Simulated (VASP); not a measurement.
**CoO: single point with PBE**

CoO:

```
Co O
1.0
     2.85630    0.00000    0.00000
    -1.42815    2.47363    0.00000
     0.00000    0.00000    2.78761
Co O
1 1
Cartesian
  0.0000 0.0000 0.0000
  1.4281 0.8245 1.3938
```

```
Program                : VASP 6.6.1
Task                   : single point
Functional             : PBE
Potentials or basis    : VASP PAW PBE potentials, release 64 (Co_sv, O)
Cutoff                 : 700 eV
k mesh                 : 11 × 11 × 10
Occupations            : fermi-dirac, width 0.05 eV
Spin                   : no spin polarisation
Dipole correction      : no
Further INCAR settings : ALGO = Normal; EDIFF = 1e-06; NBANDS = 18
```

The pressure is -20.0 GPa. The band gap on the k mesh is zero (an odd number of electrons rules out a gap without spin polarisation).

Stress tensor (GPa, compression positive):
```
-18.22   0.00   0.00
  0.00 -18.22   0.00
  0.00   0.00 -23.56
```

Levels at points of the mesh, in eV from the Fermi level:
```
           k point  band 8  band 9  band 10  band 11  band 12  band 13  band 14  band 15  band 16  band 17
(0.00, 0.00, 0.00)   -3.58   -2.56    -0.51    -0.51     0.19     0.19     0.98    14.85    16.58    16.58
(0.00, 0.00, 0.50)   -3.50   -1.27    -1.27    -0.43     0.13     0.13     6.88     7.08    21.65    21.74
```

It took 57 s on 1 thread of Intel(R) Xeon(R) Platinum 8375C CPU @ 2.90GHz (Ice Lake) (shared host), peak memory 0.18 GiB.

Caveat: the stress differs along the axes, from -24 to -18 GPa; an odd number of electrons without spin polarisation forces a metal; a magnetic or distorted state may lie lower; the run has no spin polarisation, though such a crystal can be magnetic; semilocal functionals often make such compounds metallic where correlation or magnetic order opens a gap, which also shifts bond lengths. With open d or f shells a metallic result of PBE can be an artefact of self-interaction; +U or a hybrid may open a gap.
